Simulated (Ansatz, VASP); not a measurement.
# Two plane-wave programs on CsBr

```
CELL_PARAMETERS angstrom
4.13902 0.00000 0.00000
0.00000 4.13902 0.00000
0.00000 0.00000 4.13902
ATOMIC_POSITIONS crystal
Cs 0.00000 0.00000 0.00000
Br 0.50000 0.50000 0.50000
```

Alike in both runs: functional LDA; k mesh 6 × 6 × 6; occupations gaussian, width 0.02 eV; no spin polarisation.

Ansatz relaxed the structure, and its values are those at the end. VASP's run is a single point on that final structure, the one shown.

```csv
,VASP,Ansatz
version,VASP 6.6.1,Ansatz 0.2.0
potentials or method,"VASP PAW LDA potentials, release 64 (Cs_sv, Br), cutoff 500 eV","scalar-relativistic, plane waves, PAW"
valence electrons in the cell,16,16
```

|  | VASP | Ansatz | Ansatz less VASP |
| --- | --- | --- | --- |
| gap on the k mesh at the Fermi level (eV) | 4.50 | 4.53 | +0.029 |
| least direct gap on the mesh (eV) | 4.50 | 4.53 | +0.029 |
| pressure (GPa) | 0.1 | 0.0 | -0.11 |

LDA's correlation is that of Perdew and Zunger in VASP and of Perdew and Wang (1992) in Ansatz.

Neither program's run includes spin-orbit coupling.
